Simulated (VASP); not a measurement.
# HfZrS4 (P-3m1) in VASP: notebook, part 2 of 2

VASP 6.6.1. The steps go on from the part before.

### Step 3. Single point, PBE

This run uses another cell than the first one, of 26.39 Å³/atom.

The input, INCAR:

```
  PREC = Accurate
  ENCUT = 520
  EDIFF = 1E-7
  ISMEAR = 0
  SIGMA = 0.02
  LREAL = F
  LASPH = T
  NELM = 80
  ALGO = Normal
  ISIF = 2
  LWAVE = F
  LCHARG = F
  GGA = PE
  NBANDS = 32
```

The input, KPOINTS:

```
regular mesh
0
Gamma
  12 12 2
```

The input, POSCAR:

```
HfZrS4
1.0
    3.6681666455      0.0000000000      0.0000000000
   -1.8340833228      3.1767255003      0.0000000000
    0.0000000000      0.0000000000     13.5893477152
Zr Hf S
1 1 4
Direct
    0.0000000000      0.0000000000      0.0000000000
    0.0000000000      0.0000000000      0.5000000000
    0.6666666667      0.3333333333      0.3941031655
    0.6666666667      0.3333333333      0.8928295379
    0.3333333333      0.6666666667      0.1071704621
    0.3333333333      0.6666666667      0.6058968345
```

Potentials or basis: VASP PAW PBE potentials, release 64 (Zr_sv, Hf_pv, S).

Run with:

```console
$ cat potpaw_PBE.64/Zr_sv/POTCAR potpaw_PBE.64/Hf_pv/POTCAR potpaw_PBE.64/S/POTCAR > POTCAR
$ mpirun -np 1 vasp_std > vasp.out
```

OUTCAR:

```text
PREC = Accurate
   ENCUT = 520
   EDIFF = 1E-7
   ISMEAR = 0
   LREAL = F
   LASPH = T
   NELM = 80
   ISIF = 2
   GGA = PE

 ion  position               nearest neighbor table
   1  0.000  0.000  0.000-   4 2.57   5 2.57   4 2.57   5 2.57   4 2.57   5 2.57
   2  0.000  0.000  0.500-   3 2.56   6 2.56   3 2.56   6 2.56   3 2.56   6 2.56
   3  0.667  0.333  0.394-   2 2.56   2 2.56   2 2.56
   4  0.667  0.333  0.893-   1 2.57   1 2.57   1 2.57
   5  0.333  0.667  0.107-   1 2.57   1 2.57   1 2.57
   6  0.333  0.667  0.606-   2 2.56   2 2.56   2 2.56

  LATTYP: Found a hexagonal cell.
 ALAT       =     3.6681666455
 C/A-ratio  =     3.7046702150

  Lattice vectors:

 A1 = (   3.6681666455,   0.0000000000,   0.0000000000)
 A2 = (  -1.8340833228,   3.1767255003,   0.0000000000)
 A3 = (   0.0000000000,   0.0000000000,  13.5893477152)

Analysis of symmetry for initial positions (statically):
=====================================================================
 Subroutine PRICEL returns:
 Original cell was already a primitive cell.

 Routine SETGRP: Setting up the symmetry group for a
[... 181 lines left out ...]
 fundamental gap:      1.1291455081
 Fermi energy:         2.4484808675

 k-point     1 :       0.0000    0.0000    0.0000
  band No.  band energies     occupation
      1     -46.5466      2.00000
      2     -28.3726      2.00000
      3     -28.2650      2.00000
      4     -28.2650      2.00000
      5     -24.6047      2.00000
      6     -24.4520      2.00000
[... 829 lines left out ...]
     31       7.6555      0.00000
     32       8.2152      0.00000

 [... further k-points ...]

------------------------ aborting loop because EDIFF is reached ----------------------------------------

  FORCE on cell =-STRESS in cart. coord.  units (eV):
  Direction    XX          YY          ZZ          XY          YZ          ZX
  --------------------------------------------------------------------------------------
  -------------------------------------------------------------------------------------
  Total       -0.2869713     -0.2869713     -0.2002054      0.0000000      0.0000000      0.0000000
  in kB       -2.9034992     -2.9034992     -2.0256247      0.0000000      0.0000000      0.0000000
  external PRESSURE =      -2.6108744 kB  Pullay stress =       0.0000000 kB

 VOLUME and BASIS-vectors are now :
 -----------------------------------------------------------------------------
  energy-cutoff  :      520.00
  volume of cell :      158.35
      direct lattice vectors                 reciprocal lattice vectors
     3.668166645  0.000000000  0.000000000     0.272615750  0.157394776  0.000000000
    -1.834083323  3.176725500  0.000000000     0.000000000  0.314789553  0.000000000
     0.000000000  0.000000000 13.589347715     0.000000000  0.000000000  0.073587049

 POSITION                                       TOTAL-FORCE (eV/Angst)
 -----------------------------------------------------------------------------------
      0.00000      0.00000      0.00000         0.000000      0.000000      0.000000
      0.00000      0.00000      6.79467         0.000000      0.000000      0.000000
      1.83408      1.05891      5.35560        -0.000000      0.000000      0.065916
      1.83408      1.05891     12.13297         0.000000      0.000000     -0.006970
     -0.00000      2.11782      1.45638        -0.000000     -0.000000      0.006970
     -0.00000      2.11782      8.23374        -0.000000      0.000000     -0.065916
 -----------------------------------------------------------------------------------
    total drift:                               -0.000000     -0.000000      0.000000

  FREE ENERGIE OF THE ION-ELECTRON SYSTEM (eV)
  ---------------------------------------------------
  free  energy   TOTEN  =       -44.3708364463 eV

  energy  without entropy=      -44.3708364463  energy(sigma->0) =      -44.37083645
```

stdout:

```text
POSCAR found type information on POSCAR ZrHfS
 POSCAR found :  3 types and       6 ions
 scaLAPACK will be used
 LDA part: xc-table for (Slater+PW92), standard interpolation
 POSCAR, INCAR and KPOINTS ok, starting setup
 FFT: planning ... GRIDC
 FFT: planning ... GRID_SOFT
 FFT: planning ... GRID
 WAVECAR not read
 entering main loop
```

It took 2.1 min on 1 thread of Intel Xeon 6975P-C (Granite Rapids), shared host; peak memory 0.38 GiB.

Results:

```
Free energy            : -44.3708 eV
Pressure               : -0.3 GPa
Largest force          : 0.066 eV/Å
Band gap on the k mesh : 1.13 eV (least direct gap 1.69 eV)
```

Forces on the atoms (eV/Å):
```
Zr   0.000  0.000  0.000
Hf   0.000  0.000  0.000
S    0.000  0.000  0.066
S    0.000  0.000 -0.007
S    0.000  0.000  0.007
S    0.000  0.000 -0.066
```

Stress tensor (GPa, compression positive):
```
-0.29  0.00  0.00
 0.00 -0.29  0.00
 0.00  0.00 -0.20
```

Levels at points of the mesh, in eV from the valence-band top:
```
           k point  band 21  band 22  band 23  band 24  band 25  band 26
(0.00, 0.00, 0.00)    -0.03     0.00     0.00     1.69     1.69     2.07
(0.50, 0.00, 0.00)    -1.07    -1.03    -0.92     1.13     1.36     3.40
(0.00, 0.00, 0.50)    -0.03     0.00     0.00     1.69     1.69     2.07
(0.50, 0.00, 0.50)    -1.16    -1.07    -0.92     1.14     1.35     3.40
```

Caveat: spin-orbit coupling is left out, which moves the levels of the heavy elements; this functional lacks dispersion, which binds the layers, so the pressure and a relaxed spacing across them are unreliable. A k mesh can miss the band edges.

### Step 4. Single point, PBE

This run uses another cell than the first one, of 26.39 Å³/atom.

The input, INCAR:

```
SYSTEM = HfZrS4
ALGO = Normal
EDIFF = 1E-7
ENCUT = 520
GGA = PE
ISIF = 2
ISMEAR = 0
LASPH = .True.
LCHARG = .True.
LELF = .True.
LREAL = .False.
LVHAR = .True.
LWAVE = .False.
NBANDS = 32
NELM = 100
PREC = Accurate
SIGMA = 0.02
```

The input, KPOINTS:

```
k-points
0
Gamma
  12 12 2
  0 0 0
```

POSCAR is that of step 3.

Run with:

```console
$ cat potpaw_PBE.64/Zr_sv/POTCAR potpaw_PBE.64/Hf_pv/POTCAR potpaw_PBE.64/S/POTCAR > POTCAR
$ mpirun -np 1 vasp_std > vasp.out
```

Wall time 2.1 min (1 thread of Intel Xeon 6975P-C (Granite Rapids), shared host); peak memory 0.38 GiB.

It converged, with:

```yaml
Free_energy: -44.3708 eV
Pressure: -0.3 GPa
Largest_force: 0.066 eV/Å
Band_gap_on_the_k_mesh: 1.13 eV (least direct gap 1.69 eV)
```

Forces in eV/Å, atoms in the order of the input:
```
Zr   0.000  0.000  0.000
Hf   0.000  0.000  0.000
S    0.000  0.000  0.066
S    0.000  0.000 -0.007
S    0.000  0.000  0.007
S    0.000  0.000 -0.066
```

Stress tensor (GPa, compression positive):
```
-0.29  0.00  0.00
 0.00 -0.29  0.00
 0.00  0.00 -0.20
```

Levels at points of the mesh, in eV from the valence-band top:
| k point | band 19 | band 20 | band 21 | band 22 | band 23 | band 24 | band 25 | band 26 | band 27 | band 28 |
| --- | --- | --- | --- | --- | --- | --- | --- | --- | --- | --- |
| (0.00, 0.00, 0.00) | -0.44 | -0.03 | -0.03 | 0.00 | 0.00 | 1.69 | 1.69 | 2.07 | 2.07 | 2.55 |
| (0.50, 0.00, 0.00) | -2.18 | -1.36 | -1.07 | -1.03 | -0.92 | 1.13 | 1.36 | 3.40 | 3.71 | 4.03 |
| (0.00, 0.00, 0.50) | -0.79 | -0.03 | -0.03 | 0.00 | 0.00 | 1.69 | 1.69 | 2.07 | 2.07 | 2.62 |
| (0.50, 0.00, 0.50) | -2.18 | -1.23 | -1.16 | -1.07 | -0.92 | 1.14 | 1.35 | 3.40 | 3.71 | 4.03 |

Caveat: spin-orbit coupling is left out, which moves the levels of the heavy elements; this functional lacks dispersion, which binds the layers, so the pressure and a relaxed spacing across them are unreliable.

### Step 5. Single point, r2SCAN

This run uses another cell than the first one, of 26.39 Å³/atom.

POSCAR is that of step 4.

The input, INCAR.step1:

```
SYSTEM = HfZrS4
PREC = Accurate
ENCUT = 520
ISMEAR = 0
SIGMA = 0.02
LREAL = .False.
LASPH = .True.
NELM = 60
NBANDS = 32
GGA = PE
ALGO = Normal
EDIFF = 1E-4
LWAVE = .True.
LCHARG = .False.
```

The input, INCAR.step2:

```
SYSTEM = HfZrS4
PREC = Accurate
ENCUT = 520
EDIFF = 1E-6
ISMEAR = 0
SIGMA = 0.02
LREAL = .False.
LASPH = .True.
NELM = 60
ALGO = Normal
ISIF = 2
LWAVE = .False.
LCHARG = .False.
METAGGA = R2SCAN
LMIXTAU = .True.
NBANDS = 32
ISTART = 1
```

The input, KPOINTS:

```
regular mesh
0
Gamma
  12 12 2
  0 0 0
```

Run with:

```console
$ cat potpaw_PBE.64/Zr_sv/POTCAR potpaw_PBE.64/Hf_pv/POTCAR potpaw_PBE.64/S/POTCAR > POTCAR
$ cp INCAR.step1 INCAR
$ mpirun -np 1 vasp_std > vasp.out
$ cp INCAR.step2 INCAR
$ mpirun -np 1 vasp_std > vasp.out
```

Wall time 9.8 min (1 thread of Intel Xeon 6975P-C (Granite Rapids), shared host); peak memory 0.43 GiB.

Results (log left out):

```
Free energy            : -110.7486 eV
Pressure               : -1.0 GPa
Largest force          : 0.250 eV/Å
Band gap on the k mesh : 1.46 eV (least direct gap 2.02 eV)
```

Forces on the atoms (eV/Å):
```
Zr   0.000  0.000  0.000
Hf   0.000  0.000  0.000
S    0.000  0.000  0.250
S    0.000  0.000  0.083
S    0.000  0.000 -0.083
S    0.000  0.000 -0.250
```

Stress tensor (GPa, compression positive):
```
-0.82  0.00  0.00
 0.00 -0.82  0.00
 0.00  0.00 -1.51
```

Levels at points of the mesh, in eV from the valence-band top:
```tsv
k point	band 21	band 22	band 23	band 24	band 25	band 26
(0.00, 0.00, 0.00)	-0.03	0.00	0.00	2.02	2.02	2.42
(0.50, 0.00, 0.00)	-1.13	-1.05	-0.96	1.46	1.71	3.79
(0.00, 0.00, 0.50)	-0.03	0.00	0.00	2.02	2.02	2.42
(0.50, 0.00, 0.50)	-1.18	-1.12	-0.96	1.47	1.70	3.79
```

Caveat: the PAW data sets were made with another functional, which shifts forces and pressure a little; spin-orbit coupling is left out, which moves the levels of the heavy elements. A k mesh can miss the band edges.

### Step 6. Summary

| task | level | cell | k mesh | cutoff (eV) | smearing | gap on the mesh (eV) | pressure (GPa) | largest force (eV/Å) |
| --- | --- | --- | --- | --- | --- | --- | --- | --- |
| relaxation of cell and atoms | PBE | relaxed from a = 3.569, b = 3.569, c = 11.875 Å, angles 90.0, 90.0, 120.0°, 6 atoms, atomic positions A | 6 × 6 × 2 | 600 | gaussian 0.1 eV | 1.12 | 0.1 | 0.04 |
| single point | PBE | a = 3.668, b = 3.668, c = 13.589 Å, angles 90.0, 90.0, 120.0°, 6 atoms, atomic positions B | 12 × 12 × 2 | 520 | gaussian 0.02 eV | 1.13 | -0.3 | 0.07 |
| single point | r2SCAN | a = 3.668, b = 3.668, c = 13.589 Å, angles 90.0, 90.0, 120.0°, 6 atoms, atomic positions B | 12 × 12 × 2 | 520 | gaussian 0.02 eV | 1.46 | -1.0 | 0.25 |

Alike in all rows: potentials or basis VASP PAW PBE potentials, release 64 (Zr_sv, Hf_pv, S); no spin polarisation.

Caveats: spin-orbit coupling is left out, which moves the levels of the heavy elements; this functional lacks dispersion, which binds the layers, so the pressure and a relaxed spacing across them are unreliable (at least some runs); the volume moved by over 15 % at a fixed basis, so the end points are rough (at least some runs); the PAW data sets were made with another functional, which shifts forces and pressure a little (at least some runs).

Absolute energies hang on the potentials; compare differences alone.
